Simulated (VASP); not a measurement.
A run of VASP 6.6.1 is set up as follows.

The input INCAR:

```
SYSTEM = AlN
ALGO = Normal ; EDIFF = 1E-6
ENCUT = 520 ; GGA = PE
ISIF = 2 ; ISMEAR = 0
LASPH = .True. ; LCHARG = .True.
LELF = .True. ; LREAL = .False.
LVHAR = .True. ; LWAVE = .False.
NBANDS = 11 ; NELM = 100
PREC = Accurate ; SIGMA = 0.05
```

The input KPOINTS:

```
k-points
0
Gamma
  10 10 10
  0 0 0
```

POSCAR

```
AlN
1.0
   -0.1068328055      1.9280777747      1.9280777747
    1.9280777747     -0.1068328055      1.9280777747
    2.0349105802      2.0349105802     -0.2136656109
Al N
1 1
Direct
    0.5000000000      0.5000000000      0.5000000000
    0.0000000000      0.0000000000      0.0000000000
```

Potentials or basis: VASP PAW PBE potentials, release 64 (Al, N).

Command:

```sh
$ cat potpaw_PBE.64/Al/POTCAR potpaw_PBE.64/N/POTCAR > POTCAR
$ mpirun -np 1 vasp_std > vasp.out
```

(1) Estimate the pressure.

(2) What does it give for the band gap on the k mesh?

Results:

(1) 2.6 GPa.

(2) 2.16 eV (least direct gap 3.69 eV).

Caveat: the cell differs from its parent crystal (engineering shear strain xz -0.1050, engineering shear strain yz -0.1050).
